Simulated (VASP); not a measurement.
# LaScSe2 (R-3m) in VASP: a series of runs, part 2 of 2

VASP 6.6.1. Earlier steps stand in the parts before.

### Step 5. Single point, PBE

Contents of INCAR:

```
SYSTEM = LaScSe2
PREC = Accurate ; ENCUT = 520
EDIFF = 1E-6 ; ISMEAR = 1
SIGMA = 0.0704 ; LREAL = .False.
LASPH = .True. ; NELM = 80
ALGO = Normal ; ISIF = 2
LWAVE = .False. ; LCHARG = .False.
GGA = PE ; NBANDS = 25
```

Contents of KPOINTS:

```
regular mesh
0
Gamma
  6 6 6
  0 0 0
```

Contents of POSCAR:

```
LaScSe2
1.0
    3.9245440000      0.0000000000      0.0000000000
   -1.9622720000      3.3987580000      0.0000000000
    0.0000000000     -2.2658360000      7.4243980000
Se La Sc
2 1 1
Direct
    0.2322000000      0.4644000000      0.6966000000
    0.7678000000      0.5356000000      0.3034000000
    0.5000000000      0.0000000000      0.5000000000
    0.0000000000      0.0000000000      0.0000000000
```

Potentials or basis: VASP PAW PBE potentials, release 64 (Se, La, Sc_sv).

Command:

```bash
$ cat potpaw_PBE.64/Se/POTCAR potpaw_PBE.64/La/POTCAR potpaw_PBE.64/Sc_sv/POTCAR > POTCAR
$ mpirun -np 1 vasp_std > vasp.out
```

OUTCAR:

```text
SYSTEM = LaScSe2
   PREC = Accurate
   ENCUT = 520
   EDIFF = 1E-6
   ISMEAR = 1
   LREAL = .False.
   LASPH = .True.
   NELM = 80
   ISIF = 2
   GGA = PE

 ion  position               nearest neighbor table
   1  0.232  0.464  0.697-   3 2.70   3 2.70   3 2.70
   2  0.768  0.536  0.303-   3 2.70   3 2.70   3 2.70
   3  0.500  0.000  0.500-   1 2.70   1 2.70   2 2.70   2 2.70   1 2.70   2 2.70
   4  0.000  0.000  0.000-

  LATTYP: Found a trigonal (rhomboedric) cell.
 ALAT       =     7.7624544083
 COS(alpha) =     0.8721941132

  Lattice vectors:

 A1 = (  -0.0000000000,  -2.2658360000,   7.4243980000)
 A2 = (   1.9622720000,   1.1329220000,   7.4243980000)
 A3 = (  -1.9622720000,   1.1329220000,   7.4243980000)

Analysis of symmetry for initial positions (statically):
=====================================================================
 Subroutine PRICEL returns:
 Original cell was already a primitive cell.

 Routine SETGRP: Setting up the symmetry group for a
 trigonal (rhombohedral) supercell.

 Subroutine GETGRP returns: Found 12 space group operations
 (whereof 12 operations were pure point group operations)
 out of a pool of 12 trial point group operations.

The static configuration has the point symmetry D_3d.

Analysis of symmetry for dynamics (positions and initial velocities):
=====================================================================
 Subroutine PRICEL returns:
 Original cell was already a primitive cell.

 Routine SETGRP: Setting up the symmetry group for a
 trigonal (rhombohedral) supercell.

 Subroutine GETGRP returns: Found 12 space group operations
 (whereof 12 operations were pure point group operations)
 out of a pool of 12 trial point group operations.

The dynamic configuration has the point symmetry D_3d.

 Subroutine INISYM returns: Found 12 space group operations
 (whereof 12 operations are pure point group operations),
 and found     1 'primitive' translations
[... 117 lines left out ...]
   IMIX   =      4    mixing-type and parameters
     AMIX     =   0.40;   BMIX     =  1.00
     AMIX_MAG =   1.60;   BMIX_MAG =  1.00
  volume/ion in A,a.u.               =      24.76       167.07
  Fermi-wavevector in a.u.,A,eV,Ry     =   1.146333  2.166256 17.879144  1.314080
  Thomas-Fermi vector in A             =   2.283018
   LORBIT       =      0    0 simple, 1 ext, 2 COOP (PROOUT), +10 PAW based schemes
   GGA     = PE    functional components
   LHFCALC =     F    Hartree Fock is set to
   AEXX    =    0.0000 exact exchange contribution
   IVDW    =     0    specifies the selected vdW correction
   LEPSILON=     F    determine dielectric tensor
   LRPA    =     F    only Hartree local field effects (RPA)
 non-spin polarized calculation
 Methfessel and Paxton  Order N= 1 SIGMA  =   0.07
  energy-cutoff  :      520.00
  volume of cell :       99.03
 maximum number of plane-waves:      2709
 NGX is ok and might be reduce to    30
   NGX = 15   NGY = 15   NGZ = 29

 number of electron      34.0000001 magnetization

 Free energy of the ion-electron system (eV)
  ---------------------------------------------------
  ext. energy  EPLUGINS =         0.00000000
  ---------------------------------------------------
  free energy    TOTEN  =       -22.06261248 eV

  energy without entropy =      -22.06232377  energy(sigma->0) =      -22.06251625

 E-fermi :   6.8467     XC(G=0):  -9.9156

 val. band max:        6.7842898568   @ k =   0.5000   0.1667  -0.0000
 cond. band min:       6.8480064904   @ k =   0.1667   0.1667   0.1667
 fundamental gap:      0.0637166335
 Fermi energy:         6.8466907957

 k-point     1 :       0.0000    0.0000    0.0000
  band No.  band energies     occupation
      1     -44.0739      2.00000
      2     -25.6902      2.00000
      3     -22.7314      2.00000
      4     -22.6259      2.00000
      5     -22.6259      2.00000
      6     -10.8519      2.00000
[... 661 lines left out ...]
     24       9.1656      0.00000
     25       9.2706      0.00000

 [... further k-points ...]

------------------------ aborting loop because EDIFF is reached ----------------------------------------

  FORCE on cell =-STRESS in cart. coord.  units (eV):
  Direction    XX          YY          ZZ          XY          YZ          ZX
  --------------------------------------------------------------------------------------
  -------------------------------------------------------------------------------------
  Total       10.6027877     10.6028077      4.1160406      0.0000000      0.0000015      0.0000000
  in kB      171.5378488    171.5381716     66.5916134      0.0000000      0.0000239      0.0000000
  external PRESSURE =     136.5558779 kB  Pullay stress =       0.0000000 kB

 VOLUME and BASIS-vectors are now :
 -----------------------------------------------------------------------------
  energy-cutoff  :      520.00
  volume of cell :       99.03
      direct lattice vectors                 reciprocal lattice vectors
     3.924544000  0.000000000  0.000000000     0.254806673  0.147112563  0.044896966
    -1.962272000  3.398758000  0.000000000     0.000000000  0.294225126  0.089793931
     0.000000000 -2.265836000  7.424398000     0.000000000  0.000000000  0.134691055

 POSITION                                       TOTAL-FORCE (eV/Angst)
 -----------------------------------------------------------------------------------
      0.00000      0.00000      5.17184         0.000000      0.000002      4.678355
      1.96227      1.13292      2.25256         0.000000     -0.000002     -4.678355
      1.96227     -1.13292      3.71220        -0.000000      0.000000      0.000000
      0.00000      0.00000      0.00000        -0.000000     -0.000000      0.000000
 -----------------------------------------------------------------------------------
    total drift:                               -0.000000      0.000000      0.000000

  FREE ENERGIE OF THE ION-ELECTRON SYSTEM (eV)
  ---------------------------------------------------
  free  energy   TOTEN  =       -22.0626124824 eV

  energy  without entropy=      -22.0623237726  energy(sigma->0) =      -22.06251625
```

stdout:

```text
POSCAR found type information on POSCAR SeLaSc
 POSCAR found :  3 types and       4 ions
 scaLAPACK will be used
 LDA part: xc-table for (Slater+PW92), standard interpolation
 POSCAR, INCAR and KPOINTS ok, starting setup
 FFT: planning ... GRIDC
 FFT: planning ... GRID_SOFT
 FFT: planning ... GRID
 WAVECAR not read
 entering main loop
```

Wall time 86 s (1 thread of Intel Xeon Platinum 8375C at 2.90GHz (Ice Lake), shared host); peak memory 0.29 GiB.

What came out:

```yaml
Free_energy: -22.0626 eV
Pressure: 13.7 GPa
Largest_force: 4.678 eV/Å
Band_gap_on_the_k_mesh: zero (band 17 reaches 6.99 eV, above the bottom of band 18 at 6.70 eV)
```

Forces in eV/Å, atoms in the order of the input:
```
Se   0.000  0.000  4.678
Se   0.000  0.000 -4.678
La   0.000  0.000  0.000
Sc   0.000  0.000  0.000
```

Stress tensor (GPa, compression positive):
```
17.15  0.00  0.00
 0.00 17.15  0.00
 0.00  0.00  6.66
```

Levels at points of the mesh, in eV from the Fermi level:
```csv
k point,band 13,band 14,band 15,band 16,band 17,band 18,band 19,band 20,band 21,band 22
"(0.00, 0.00, 0.00)",-4.49,-3.49,-2.35,-2.35,-1.04,0.37,0.37,0.81,0.81,1.04
"(0.50, 0.00, 0.00)",-4.24,-4.18,-3.36,-2.70,-0.48,0.31,1.24,1.27,1.45,1.60
"(0.00, 0.50, 0.00)",-4.30,-3.78,-3.26,-2.53,-1.32,0.99,1.03,1.36,1.40,1.58
"(0.00, 0.00, 0.50)",-4.44,-4.44,-2.55,-2.55,-0.53,0.62,0.62,1.15,1.15,1.38
```

Caveat: spin-orbit coupling is left out, which moves the levels of the heavy elements; forces of over 1 eV/Å act on the atoms, so gaps and moduli don't describe the material at rest.

### Step 6. Overview

```tsv
smearing	gap on the mesh (eV)	pressure (GPa)	largest force (eV/Å)
methfessel-paxton 0.0704 eV	none	13.7	4.68
methfessel-paxton 0.15 eV	none	13.6	4.68
methfessel-paxton 0.005 eV	none	13.7	4.68
```

Alike in all rows: task single point; level PBE; potentials or basis VASP PAW PBE potentials, release 64 (Se, La, Sc_sv); no spin polarisation; cell as given; k mesh 6 × 6 × 6; cutoff (eV) 520.

Every run on the cell as given and a fine mesh finds a metal.

Caveats: spin-orbit coupling is left out, which moves the levels of the heavy elements; forces of over 1 eV/Å act on the atoms, so gaps and moduli don't describe the material at rest.

Total energies depend on the potentials used, so only differences within one code and one set of settings carry meaning.
